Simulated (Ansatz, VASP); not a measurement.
**Al: VASP beside Ansatz**

```
Al
1.0
     4.01539    2.00770   -2.00770
     2.00770    4.01539    2.00770
     4.01539   -2.00770    2.00770
Al
6
Cartesian
  4.0154 0.0000 0.0000
  6.0231 2.0077 0.0000
  0.0000 0.0000 0.0000
  2.0077 2.0077 0.0000
  4.0154 4.0154 0.0000
  4.0154 2.0077 2.0077
```

Alike in both runs: task relaxation of cell and atoms; functional PBEsol; k mesh 8 × 8 × 8; occupations gaussian, width 0.1 eV; no spin polarisation.

|  | VASP | Ansatz |
| --- | --- | --- |
| version | VASP 6.6.1 | Ansatz 0.2.0 |
| potentials or method | VASP PAW PBE potentials, release 64 (Al), cutoff 500 eV | scalar-relativistic, plane waves, PAW |
| valence electrons in the cell | 18 | 18 |

VASP gave:

* gap on the k mesh at the Fermi level, each at its own relaxed structure (eV): none
* relaxed volume (Å³/atom): 16.17
* relaxed cell length with the largest relative difference (Å): 4.923

**Question.** Which values does Ansatz return?

**Answer.** gap on the k mesh at the Fermi level, each at its own relaxed structure (eV): none; relaxed volume (Å³/atom): 16.17; relaxed cell length with the largest relative difference (Å): 4.979.

VASP's potentials were made for PBE, not for PBEsol. A gap of «none» marks a metal or a gap that the smearing closes.
